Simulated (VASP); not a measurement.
## LiHf8O16 (a cell with a defect) (Li interstitial hop between voids): relaxation of the atoms with PBE

The system is LiHf8O16 (a cell with a defect) (Li interstitial hop between voids).

```
CELL_PARAMETERS angstrom
-0.89291 5.21249 5.27760
4.26871 0.00000 5.27256
5.16162 5.21249 -0.00503
ATOMIC_POSITIONS crystal
Hf 0.44487 0.26350 0.01224
Hf 0.94487 0.76350 0.51224
Hf 0.01224 0.77938 0.94487
Hf 0.51224 0.27938 0.44487
Hf 0.05513 0.23650 0.48776
Hf 0.55513 0.73650 0.98776
Hf 0.48776 0.72062 0.55513
Hf 0.98776 0.22062 0.05513
O 0.13514 0.84152 0.60765
O 0.63514 0.34152 0.10765
O 0.10765 0.41569 0.13514
O 0.60765 0.91569 0.63514
O 0.36486 0.65848 0.89235
O 0.86486 0.15848 0.39235
O 0.39235 0.08431 0.36486
O 0.89235 0.58431 0.86486
O 0.30496 0.04345 0.02371
O 0.80496 0.54345 0.52371
O 0.02371 0.12788 0.80496
O 0.52371 0.62788 0.30496
O 0.19504 0.45655 0.47629
O 0.69504 0.95655 0.97629
O 0.47629 0.37212 0.69504
O 0.97629 0.87212 0.19504
Li 0.28394 0.68287 0.18643
```

```
Program                : VASP 6.6.1
Task                   : relaxation of the atoms
Functional             : PBE
Potentials or basis    : VASP PAW PBE potentials, release 64 (Hf_pv, O, Li_sv)
Cutoff                 : 520 eV
k mesh                 : 1 × 1 × 1
Occupations            : fermi-dirac, width 0.01 eV
Spin                   : no spin polarisation
Dipole correction      : no
Charge                 : 1
Further INCAR settings : LREAL = Auto; ALGO = Normal; EDIFF = 1e-06; IBRION = 2; EDIFFG = -0.02; NSW = 90; NELECT = 178.0
```

```yaml
Energy_gained_by_relaxing: 64.9 meV/atom
Ionic_steps: 26
Largest_force_after_relaxing: 0.018 eV/Å
```

Forces on the atoms (eV/Å):
```
Hf  -0.003 -0.005 -0.003
Hf  -0.009  0.005  0.011
Hf   0.000  0.003  0.005
Hf   0.004 -0.003  0.003
Hf  -0.001  0.012  0.004
Hf   0.013  0.001 -0.008
Hf   0.007 -0.002 -0.003
Hf  -0.001  0.017 -0.003
O   -0.001  0.000 -0.009
O   -0.001 -0.004  0.001
O    0.000  0.002  0.009
O    0.004 -0.001  0.003
O   -0.003 -0.004  0.003
O    0.000  0.000 -0.001
O    0.000  0.006 -0.002
O   -0.002 -0.007 -0.007
O   -0.001 -0.006  0.006
O   -0.006 -0.004  0.004
O   -0.002 -0.003 -0.001
O    0.001 -0.007 -0.013
O   -0.005  0.004 -0.006
O    0.002 -0.008 -0.003
O   -0.003  0.003  0.006
O    0.002 -0.001 -0.002
Li   0.006  0.000  0.008
```

The path:
| step | energy change (eV) | largest force (eV/Å) | pressure (GPa) |
| --- | --- | --- | --- |
| 1 | 0.0000 | 6.2394 | -4.14 |
| 2 | -0.2535 | 7.2366 | -3.45 |
| 3 | -1.0213 | 1.3753 | -4.53 |
| 4 | -1.2692 | 0.4791 | -4.59 |
| 5 | -1.2905 | 0.6012 | -4.53 |
| 6 | -1.3750 | 0.4579 | -4.70 |
| 7 | -1.3785 | 0.5252 | -4.72 |
| 8 | -1.4539 | 0.3756 | -5.02 |
| 9 | -1.4749 | 0.7437 | -5.27 |
| 10 | -1.5322 | 0.3656 | -5.55 |
| 11 | -1.5530 | 0.4303 | -5.86 |
| 12 | -1.5849 | 0.3031 | -6.13 |
| 13 | -1.5890 | 0.2588 | -6.25 |
| 14 | -1.6044 | 0.1625 | -6.48 |
| 15 | -1.6060 | 0.1667 | -6.58 |
| 16 | -1.6136 | 0.1315 | -6.73 |
| 17 | -1.6138 | 0.1667 | -6.77 |
| 18 | -1.6185 | 0.0652 | -6.83 |
| 19 | -1.6188 | 0.1136 | -6.84 |
| 20 | -1.6212 | 0.0678 | -6.87 |
| 21 | -1.6212 | 0.0808 | -6.88 |
| 22 | -1.6223 | 0.0604 | -6.86 |
| 23 | -1.6223 | 0.0621 | -6.86 |
| 24 | -1.6229 | 0.0247 | -6.84 |
| 25 | -1.6229 | 0.0260 | -6.83 |
| 26 | -1.6230 | 0.0177 | -6.81 |

Final structure:
```
CELL_PARAMETERS angstrom
-0.89291 5.21249 5.27760
4.26871 0.00000 5.27256
5.16162 5.21249 -0.00503
ATOMIC_POSITIONS crystal
Hf 0.44681 0.25971 0.01501
Hf 0.93537 0.76932 0.52051
Hf 0.01323 0.77998 0.93415
Hf 0.51568 0.27927 0.44600
Hf 0.05540 0.23722 0.48824
Hf 0.57671 0.73295 0.97709
Hf 0.48863 0.71884 0.55558
Hf 0.99212 0.21695 0.05521
O 0.13332 0.84377 0.60740
O 0.63533 0.34329 0.10827
O 0.11267 0.41376 0.13072
O 0.60888 0.91647 0.63564
O 0.36376 0.65919 0.90228
O 0.86765 0.15494 0.39156
O 0.39147 0.08596 0.37019
O 0.90038 0.58182 0.86210
O 0.30215 0.00761 0.06162
O 0.79922 0.52568 0.55729
O 0.05483 0.12218 0.79901
O 0.55597 0.62206 0.29900
O 0.20011 0.48344 0.44251
O 0.70364 0.97566 0.94228
O 0.44323 0.38055 0.70292
O 0.95488 0.87184 0.19844
Li 0.23249 0.70038 0.18340
```

Levels at points of the mesh, in eV from the Fermi level:
```csv
k point,band 85,band 86,band 87,band 88,band 89,band 90,band 91,band 92,band 93,band 94
"(0.00, 0.00, 0.00)",-0.95,-0.92,-0.62,-0.46,-0.28,3.99,4.47,4.53,4.68,4.91
```

Run time: 33 min on 1 thread of AMD EPYC 7R43 64-Core Processor (Zen 3) (shared host), peak memory 0.36 GiB.

Caveat: the k points lie up to 1.11 Å⁻¹ apart; the cell carries a net charge on a neutralising background, which shifts energy and pressure; the cell is charged against a uniform background, so pressure and absolute levels hang on convention; the cutoff is under 1.25 times the usual one of these potentials, so pressure, stress and relaxed cells hold a basis-set (Pulay) error; spin-orbit coupling is left out, which moves the levels of the heavy elements.
